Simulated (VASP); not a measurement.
Write the native input for VASP 6.6.1 that does the following.

```
Task                   : single point
Functional             : LDA
Potentials or basis    : VASP PAW LDA potentials, release 64 (Au)
Cutoff                 : 520 eV
k mesh                 : 22 × 22 × 22
Occupations            : fermi-dirac, width 0.1 eV
Spin                   : no spin polarisation
Dipole correction      : no
Further INCAR settings : ALGO = Normal; EDIFF = 1e-06; NBANDS = 12
```

The structure of Au lies in POSCAR:

```
Au
1.0
    0.0000000000      2.0495832488      2.0495832488
    2.0495832488      0.0000000000      2.0495832488
    2.0495832488      2.0495832488      0.0000000000
Au
1
Direct
    0.0000000000      0.0000000000      0.0000000000
```

This cell differs from its parent crystal: volume scaled by 1.04.

These files were run (other wordings do the same):

INCAR

```
SYSTEM = Au
ALGO = Normal ; EDIFF = 1E-6
ENCUT = 520 ; ISIF = 2
ISMEAR = -1 ; LASPH = .True.
LCHARG = .False. ; LREAL = .False.
LWAVE = .False. ; NBANDS = 12
NELM = 100 ; PREC = Accurate
SIGMA = 0.1
```

KPOINTS

```
k-points
0
Gamma
  22 22 22
  0 0 0
```

Potentials or basis: VASP PAW LDA potentials, release 64 (Au).

Command:

```bash
$ cat potpaw_LDA.64/Au/POTCAR > POTCAR
$ mpirun -np 1 vasp_std > vasp.out
```

Results of the run:

```
Pressure : -6.2 GPa
```

Wall time 16 s on 1 thread of Intel(R) Xeon(R) 6975P-C (Granite Rapids), with other jobs on the host, peak memory 0.18 GiB.
